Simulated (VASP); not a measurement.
A run of VASP 6.6.1 is set up as follows.

The input INCAR:

```
SYSTEM = Pt
  PREC = Accurate
  ENCUT = 600
  EDIFF = 1E-7
  ISMEAR = 0
  SIGMA = 0.1
  LREAL = .False.
  LASPH = .True.
  NELM = 60
  ALGO = Normal
  ISIF = 3
  LWAVE = .False.
  LCHARG = .False.
  GGA = CA
  IBRION = 2
  NSW = 70
  EDIFFG = -0.005
```

Contents of KPOINTS:

```
regular mesh
0
Gamma
  18 18 18
  0 0 0
```

POSCAR

```
Pt
1.0
    0.0000000000      1.9850569793      1.9850569793
    1.9850569793      0.0000000000      1.9850569793
    1.9850569793      1.9850569793      0.0000000000
Pt
1
Direct
    0.0000000000      0.0000000000      0.0000000000
```

Potentials or basis: VASP PAW LDA potentials, release 64 (Pt).

Command:

```bash
$ cat potpaw_LDA.64/Pt/POTCAR > POTCAR
$ mpirun -np 1 vasp_std > vasp.out
```

(1) Estimate the relaxed cell.

(2) What does it give for the space group after relaxing (to 0.05 Å)?

(3) What does it give for the relaxed volume?

Answers

(1) a = 2.756 Å, b = 2.756 Å, c = 2.756 Å, α = 60.00°, β = 60.00°, γ = 60.00°.

(2) Fm-3m (No. 225).

(3) 14.80 Å³/atom.
